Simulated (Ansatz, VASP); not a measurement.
Given: the input of a run of Ansatz 0.2.0 on V.

input.yaml

```yaml
crystal:
  lattice:
    - [-1.4834362237, 1.4834362237, 1.4834362237]
    - [1.4834362237, -1.4834362237, 1.4834362237]
    - [1.4834362237, 1.4834362237, -1.4834362237]
  atoms:
    - { symbol: V, position: [0.0, 0.0, 0.0], spin: 2.0 }
kpoints:
  mp_grid: { grid: [12, 12, 12] }
scf:
  occupations: { method: fermi_dirac, width: 0.05 }
hamiltonian:
  xc: lda
  pseudopotentials: { kind: all_electron, lapw: { basis_error: 0.001 } }
magnetization:
  spin_polarized: true
output:
  forces: true
  stress: true
  eigenvalues: true
```

Potentials or basis: all-electron LAPW, scalar-relativistic.

Run with:

```bash
$ ansatz run input.yaml --threads 2 --pin off --max-ram 6144MiB --backend cpu --events-out ev --progress --plain --runs-dir out
```

Problem. Set up the same calculation for VASP 6.6.1. Potentials there: VASP PAW LDA potentials, release 64 (V_sv).

Solution. As run (the cutoff follows the program's own potentials):

INCAR

```
PREC     = Accurate       # precision mode
ENCUT    = 520            # plane-wave cutoff, eV
EDIFF    = 1E-6           # SCF threshold, eV
ISMEAR   = -1             # smearing method
SIGMA    = 0.05           # smearing width, eV
LREAL    = F              # projectors in reciprocal space
LASPH    = T              # aspherical terms in the spheres
NELM     = 150            # most SCF steps
ALGO     = Fast           # electronic algorithm
ISIF     = 2              # what is computed and relaxed
LWAVE    = F              # write WAVECAR
LCHARG   = F              # write CHGCAR
ISPIN    = 2              # spin polarisation
MAGMOM   = 2              # initial moments
LORBIT   = 11             # projections on sites
LMAXMIX  = 4              # l up to which the mixer works
NBANDS   = 16             # bands
```

The input KPOINTS:

```
regular mesh
0
Gamma
  12 12 12
```

Contents of POSCAR:

```
V
1.0
   -1.4834362237      1.4834362237      1.4834362237
    1.4834362237     -1.4834362237      1.4834362237
    1.4834362237      1.4834362237     -1.4834362237
V
1
Direct
    0.0000000000      0.0000000000      0.0000000000
```

Potentials or basis: VASP PAW LDA potentials, release 64 (V_sv).

Run with:

```sh
$ cat potpaw_LDA.64/V_sv/POTCAR > POTCAR
$ mpirun -np 1 vasp_std > vasp.out
```

Both were run:

|  | VASP | Ansatz | Ansatz less VASP |
| --- | --- | --- | --- |
| gap on the k mesh at the Fermi level (eV) | none | none | - |
| pressure (GPa) | -7.8 | -8.3 | -0.45 |
| net moment per atom (μB) | 0.00 | 0.00 | 0.000 |

LDA's correlation is that of Perdew and Zunger in VASP and of Perdew and Wang (1992) in Ansatz. A gap of «none» marks a metal or a gap that the smearing closes. Ansatz ran all-electron here, and VASP with PAW potentials.
